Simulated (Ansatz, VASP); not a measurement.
# One calculation of Cu5O4, two programs

```xyz
18
Lattice="2.9486 0.0000 0.0000 0.0113 5.9374 0.0000 0.0000 0.0000 25.2331" Properties=species:S:1:pos:R:3 pbc="T T T"
Cu    2.9420    2.4815    7.7473
Cu    1.4682    4.4588    7.6926
Cu    2.9346    0.0201    9.9994
Cu    1.4668    2.9992   10.1454
Cu    2.9422    4.5083   12.6166
Cu    1.4623    1.5396   12.6165
Cu    2.9386    3.0590   15.2336
Cu    1.4577    0.0799   15.0877
Cu    2.9312    0.5975   17.4857
Cu    1.4677    4.5576   17.5404
O     2.9426    5.5448    8.1109
O     2.9408    1.8598    9.5607
O     2.9413    4.1427   10.7256
O     2.9362    0.4202   11.9498
O     2.9370    2.6589   13.2833
O     2.9432    4.8738   14.5075
O     2.9323    1.2193   15.6724
O     2.9418    3.4717   17.1222
```

Alike in both runs: functional PBE; k mesh 12 × 6 × 1; occupations gaussian, width 0.1 eV; no spin polarisation.

Ansatz relaxed the structure, and its values are those at the end. VASP's run is a single point on that final structure, the one shown.

|  | VASP | Ansatz |
| --- | --- | --- |
| version | VASP 6.6.1 | Ansatz 0.2.0 |
| potentials or method | VASP PAW PBE potentials, release 64 (Cu, O), cutoff 520 eV | scalar-relativistic, plane waves, PAW |
| valence electrons in the cell | 158 | 238 |

VASP gave:

| Quantity | Value |
| --- | --- |
| gap on the k mesh at the Fermi level (eV) | none |
| rms of the force components (eV/Å) | 0.022 |

Estimate Ansatz's values.

gap on the k mesh at the Fermi level (eV): none; rms of the force components (eV/Å): 0.005.

A gap of «none» marks a metal or a gap that the smearing closes. VASP's potentials hold 158 valence electrons a cell and Ansatz's 238, so a difference there can come from the potentials and not from the codes.
